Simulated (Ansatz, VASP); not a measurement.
## Ga7As8Pd: VASP beside Ansatz

```
Pd Ga As
1.0
     0.00000    5.65370    5.65370
     5.65370    0.00000    5.65370
     5.65370    5.65370    0.00000
Pd Ga As
1 7 8
Direct
  0.00000 0.00000 0.00000
  0.00051 0.00051 0.49949
  0.00051 0.49949 0.00051
  0.00051 0.49949 0.49949
  0.49949 0.00051 0.00051
  0.49949 0.00051 0.49949
  0.49949 0.49949 0.00051
  0.50000 0.50000 0.50000
  0.12320 0.12320 0.12320
  0.12320 0.12320 0.63039
  0.12320 0.63039 0.12320
  0.12474 0.62509 0.62509
  0.63039 0.12320 0.12320
  0.62509 0.12474 0.62509
  0.62509 0.62509 0.12474
  0.62509 0.62509 0.62509
```

Alike in both runs: functional PBEsol; k mesh 3 × 3 × 3; occupations gaussian, width 0.05 eV; collinear spin; Hubbard terms Pd d U = 2.0 eV.

Ansatz relaxed the structure, and its values are those at the end. VASP's run is a single point on that final structure, the one shown.

```csv
,VASP,Ansatz
version,VASP 6.6.1,Ansatz 0.2.0
potentials or method,"VASP PAW PBE potentials, release 64 (Pd, Ga_d, As), cutoff 520 eV","scalar-relativistic, plane waves, PAW"
valence electrons in the cell,141,229
```

|  | VASP | Ansatz | Ansatz less VASP |
| --- | --- | --- | --- |
| gap on the k mesh at the Fermi level (eV) | none | none | - |
| pressure (GPa) | -0.4 | -0.3 | +0.04 |
| rms of the force components (eV/Å) | 0.049 | 0.007 | -0.0419 |
| net moment per atom (μB) | 0.00 | 0.00 | 0.000 |

VASP's potentials were made for PBE, not for PBEsol. The programs project onto different local orbitals, so the same U acts differently, and such runs can settle in different states. A gap of «none» marks a metal or a gap that the smearing closes. VASP's potentials hold 141 valence electrons a cell and Ansatz's 229, so a difference there can come from the potentials and not from the codes. Ansatz's warnings: filled band counts differ across k points, seeded moment not kept, stress scf threshold loose.
